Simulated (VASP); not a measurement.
Input of a VASP 6.6.1 run:

INCAR

```
SYSTEM = CdP
PREC     = Accurate       ! precision mode
ENCUT    = 520            ! plane-wave cutoff, eV
EDIFF    = 1E-6           ! SCF threshold, eV
ISMEAR   = 0              ! smearing method
SIGMA    = 0.1            ! smearing width, eV
LREAL    = .FALSE.        ! projectors in reciprocal space
LASPH    = .TRUE.         ! aspherical terms in the spheres
NELM     = 80             ! most SCF steps
ALGO     = Normal         ! electronic algorithm
ISIF     = 2              ! what is computed and relaxed
LWAVE    = .FALSE.        ! write WAVECAR
LCHARG   = .FALSE.        ! write CHGCAR
GGA      = PE             ! functional
NBANDS   = 25             ! bands
```

Contents of KPOINTS:

```
Automatic mesh
0
G
  4 4 4
  0 0 0
```

File POSCAR:

```
CdP
1.0
    4.4914128979      0.0000000000      0.0000000000
    0.0000000000      5.4568144712      0.0000000000
    0.0000000000      0.0000000000      4.1884759437
Cd P
2 2
Direct
    0.2500000000      0.3241975983      0.1728753870
    0.7500000000      0.6758024017      0.1728753870
    0.7500000000     -0.0390936335      0.6728883387
    0.2500000000      1.0390936335      0.6728883387
```

Potentials or basis: VASP PAW PBE potentials, release 64 (Cd, P).

Launch:

```bash
$ cat potpaw_PBE.64/Cd/POTCAR potpaw_PBE.64/P/POTCAR > POTCAR
$ mpirun -np 1 vasp_std > vasp.out
```

(1) What does it give for the band gap on the k mesh?

(2) What does it give for the largest force?

(3) Predict the pressure.

Answers

(1) zero (band 17 reaches 3.87 eV, above the bottom of band 18 at 1.21 eV).

(2) 0.013 eV/Å.

(3) 0.3 GPa.

Caveat: the k points lie up to 0.38 Å⁻¹ apart.
